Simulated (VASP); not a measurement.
Here is a VASP 6.6.1 calculation.

The input INCAR:

```
PREC = Accurate
ENCUT = 520
EDIFF = 1E-6
ISMEAR = 0
SIGMA = 0.01
LREAL = False
LASPH = True
NELM = 100
ALGO = Normal
ISIF = 2
LWAVE = False
LCHARG = False
GGA = PS
NBANDS = 16
```

File KPOINTS:

```
Automatic mesh
0
Gamma
  8 8 8
```

Contents of POSCAR:

```
InP
1.0
    2.9121169654      2.9121169654      0.0000000000
   -2.9121169654      2.9121169654      0.0000000000
    0.0000000000      2.9121169654      2.9121169654
In P
1 1
Direct
    0.0000000000      0.0000000000      0.0000000000
    0.7500000000      0.2500000000      0.5000000000
```

Potentials or basis: VASP PAW PBE potentials, release 64 (In_d, P).

The run is started by

```console
$ cat potpaw_PBE.64/In_d/POTCAR potpaw_PBE.64/P/POTCAR > POTCAR
$ mpirun -np 1 vasp_std > vasp.out
```

Task: Estimate the pressure.

Result: 1.9 GPa.

Task: Estimate the band gap on the k mesh.

Result: 0.72 eV, direct.

Caveat: the PAW data sets were made with another functional, which shifts forces and pressure a little; spin-orbit coupling is left out, which moves the levels of the heavy elements. As with any semilocal functional, this PBEsol gap is likely too small.
